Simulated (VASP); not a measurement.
Wanted: the native input for a VASP 6.6.1 run.

| Property | Result |
| --- | --- |
| Task | density of states |
| Functional | PBE |
| Dispersion | D3(BJ) |
| Potentials or basis | VASP PAW PBE potentials, release 64 (Ag, B) |
| Cutoff | 520 eV |
| k mesh | 15 × 15 × 8 |
| Occupations | gaussian, width 0.1 eV |
| Spin | no spin polarisation |
| Dipole correction | no |
| k mesh for the DOS | 23 × 23 × 12 |
| Occupations for the DOS | tetrahedron |
| Further INCAR settings | ALGO = Normal; EDIFF = 1e-07; NBANDS = 20 |

The system is AgB4.

```
Ag B
1.0
     3.03213    0.00000    0.00000
    -1.51607    2.62591    0.00000
     0.00000    0.00000    5.69874
Ag B
1 4
Direct
  0.00000 0.00000 0.00000
  0.33333 0.66667 0.66495
  0.66667 0.33333 0.66495
  0.33333 0.66667 0.33505
  0.66667 0.33333 0.33505
```

One way to write it, as run:

POSCAR

```
AgB4
1.0
    3.0321344876      0.0000000000      0.0000000000
   -1.5160672438      2.6259054939      0.0000000000
    0.0000000000      0.0000000000      5.6987359609
Ag B
1 4
Direct
    0.0000000000      0.0000000000      0.0000000000
    0.3333333333      0.6666666667      0.6649505202
    0.6666666667      0.3333333333      0.6649505202
    0.3333333333      0.6666666667      0.3350494798
    0.6666666667      0.3333333333      0.3350494798
```

INCAR.step1

```
SYSTEM = AgB4
PREC = Accurate ; ENCUT = 520
EDIFF = 1E-7 ; ISMEAR = 0
SIGMA = 0.1 ; LREAL = .False.
LASPH = .True. ; NELM = 80
ALGO = Normal ; ISIF = 2
LWAVE = .False. ; LCHARG = .True.
LMAXMIX = 4 ; GGA = PE
IVDW = 12 ; NBANDS = 20
```

KPOINTS.step1

```
regular mesh
0
Gamma
  15 15 8
  0 0 0
```

INCAR.step2

```
SYSTEM = AgB4
PREC = Accurate ; ENCUT = 520
EDIFF = 1E-7 ; ISMEAR = -5
SIGMA = 0.1 ; LREAL = .False.
LASPH = .True. ; NELM = 80
ALGO = Normal ; ISIF = 2
LWAVE = .False. ; LCHARG = .False.
LMAXMIX = 4 ; GGA = PE
IVDW = 12 ; LORBIT = 10
NBANDS = 20 ; NEDOS = 1001
ICHARG = 11
```

KPOINTS.step2

```
regular mesh
0
Gamma
  23 23 12
  0 0 0
```

Potentials or basis: VASP PAW PBE potentials, release 64 (Ag, B).

Launch:

```sh
$ cat potpaw_PBE.64/Ag/POTCAR potpaw_PBE.64/B/POTCAR > POTCAR
$ cp INCAR.step1 INCAR
$ cp KPOINTS.step1 KPOINTS
$ mpirun -np 1 vasp_std > vasp.out
$ cp INCAR.step2 INCAR
$ cp KPOINTS.step2 KPOINTS
$ mpirun -np 1 vasp_std > vasp.out
```

It gave:

```yaml
Valence_electrons_inside_the_program's_atomic_spheres: Ag 9.87; B 1.90
Dispersion_energy_per_atom: -0.285 eV
```

Run time: 3 min on 1 thread of Intel(R) Xeon(R) Platinum 8259CL CPU @ 2.50GHz (Skylake/Cascade Lake), with other jobs on the host, peak memory 0.42 GiB.
